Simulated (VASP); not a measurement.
Wanted: the native input for a VASP 6.6.1 run.

```yaml
Task: single point
Functional: LDA
Potentials_or_basis: VASP PAW LDA potentials, release 64 (Si)
Cutoff: 520 eV
k_mesh: 12 × 12 × 6
Occupations: gaussian, width 0.03 eV
Spin: no spin polarisation
Dipole_correction: no
Further_INCAR_settings: ALGO = Normal; EDIFF = 1e-06; NBANDS = 16
```

The structure of Si lies in POSCAR:

```
Si
1.0
    3.9671651941      0.0000000000      0.0000000000
   -1.9835825971      3.4356658391      0.0000000000
    0.0000000000      0.0000000000      5.7750023730
Si
4
Direct
    0.3333333333      0.6666666667      0.0582655800
    0.6666666667      0.3333333333      0.5582655800
    0.3333333333      0.6666666667      0.4417344200
    0.6666666667      0.3333333333      0.9417344200
```

This isn't the form of Si at room conditions, which is diamond.

This cell differs from its parent crystal: atoms shifted along a free coordinate, c/a of the conventional cell at fixed volume 1.4557.

One way to write it, as run:

INCAR

```
SYSTEM = Si
PREC = Accurate ; ENCUT = 520
EDIFF = 1E-6 ; ISMEAR = 0
SIGMA = 0.03 ; LREAL = .False.
LASPH = .True. ; NELM = 60
ALGO = Normal ; ISIF = 2
LWAVE = .False. ; LCHARG = .False.
NBANDS = 16
```

KPOINTS

```
regular mesh
0
Gamma
  12 12 6
  0 0 0
```

Potentials or basis: VASP PAW LDA potentials, release 64 (Si).

Command:

```console
$ cat potpaw_LDA.64/Si/POTCAR > POTCAR
$ mpirun -np 1 vasp_std > vasp.out
```

It gave:

```json
{
 "Pressure": "1.5 GPa",
 "Largest force": "1.004 eV/Å",
 "Band gap on the k mesh": "zero (bands 8 and 9 overlap by 0.36 eV)"
}
```

Caveat: semilocal functionals underestimate gaps, so a narrow gap can read as zero; forces of over 1 eV/Å act on the atoms, so gaps and moduli don't describe the material at rest.

Wall time 100 s on 1 thread of Intel(R) Xeon(R) Platinum 8488C (Sapphire Rapids), with other jobs on the host, peak memory 0.2 GiB.
